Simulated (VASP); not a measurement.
# Ti3W2: single point with PBE

The system is Ti3W2.

```
Ti W
1.0
     5.30868    0.00000    0.00000
    -2.65434    4.59745    0.00000
     0.00000    0.00000    4.89755
Ti W
3 2
Direct
  0.50000 0.00000 0.50000
  0.00000 0.50000 0.50000
  0.50000 0.50000 0.50000
  0.00000 0.00000 0.26849
  0.00000 0.00000 0.73151
```

The cell was built from a structure type or drawn by symmetry, and may not be a known phase.

```yaml
Program: VASP 6.6.1
Task: single point
Functional: PBE
Potentials_or_basis: VASP PAW PBE potentials, release 64 (Ti_sv, W_sv)
Cutoff: 520 eV
k_mesh: 12 × 12 × 8
Occupations: gaussian, width 0.1 eV
Spin: no spin polarisation
Dipole_correction: no
Further_INCAR_settings: ALGO = Fast; EDIFF = 1e-06; NBANDS = 40
```

```
Pressure               : 0.3 GPa
Largest force          : 0.247 eV/Å
Band gap on the k mesh : zero (bands 32 and 33 overlap by 0.68 eV)
```

Forces in eV/Å, atoms in the order of the input:
```
Ti   0.000  0.000  0.000
Ti   0.000  0.000  0.000
Ti   0.000  0.000  0.000
W    0.000  0.000 -0.247
W    0.000  0.000  0.247
```

Stress tensor (GPa, compression positive):
```
-0.10  0.00  0.00
 0.00 -0.10  0.00
 0.00  0.00  0.97
```

Levels at points of the mesh, in eV from the Fermi level:
| k point | band 30 | band 31 | band 32 | band 33 | band 34 | band 35 |
| --- | --- | --- | --- | --- | --- | --- |
| (0.00, 0.00, 0.00) | -0.41 | -0.05 | -0.05 | 0.49 | 0.49 | 1.00 |
| (0.50, 0.00, 0.00) | -0.60 | -0.35 | -0.09 | 0.06 | 0.20 | 0.55 |
| (0.00, 0.00, 0.50) | -0.43 | -0.43 | 0.11 | 0.11 | 0.40 | 0.59 |
| (0.50, 0.00, 0.50) | -0.77 | -0.38 | -0.17 | 0.00 | 0.11 | 0.37 |

Wall time 11 min on 1 thread of Intel(R) Xeon(R) 6975P-C (Granite Rapids) (shared host), peak memory 0.49 GiB.

Caveat: spin-orbit coupling is left out, which moves the levels of the heavy elements.
